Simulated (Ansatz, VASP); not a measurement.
Two plane-wave programs on Ba

```xyz
1
Lattice="-2.5000 2.5000 2.5000 2.5000 -2.5000 2.5000 2.5000 2.5000 -2.5000" Properties=species:S:1:pos:R:3 pbc="T T T"
Ba    0.0000    0.0000    0.0000
```

Alike in both runs: task relaxation of cell and atoms; functional LDA; k mesh 9 × 9 × 9; occupations fermi-dirac, width 0.1 eV; no spin polarisation.

|  | VASP | Ansatz |
| --- | --- | --- |
| version | VASP 6.6.1 | Ansatz 0.2.0 |
| potentials or method | VASP PAW LDA potentials, release 64 (Ba_sv), cutoff 600 eV | plane waves (420 eV) with PAW, scalar-relativistic |
| valence electrons in the cell | 10 | 10 |

```csv
,VASP,Ansatz,Ansatz less VASP
relaxed volume (Å³/atom),54.21,53.85,-0.353
relaxed length of the cell vector where the two differ most in proportion (Å),4.129,4.120,-0.0090
```

Ansatz warns that its potentials were made for another functional, while VASP's fit it. LDA's correlation is that of Perdew and Zunger in VASP and of Perdew and Wang (1992) in Ansatz.

Spin-orbit coupling is off throughout.
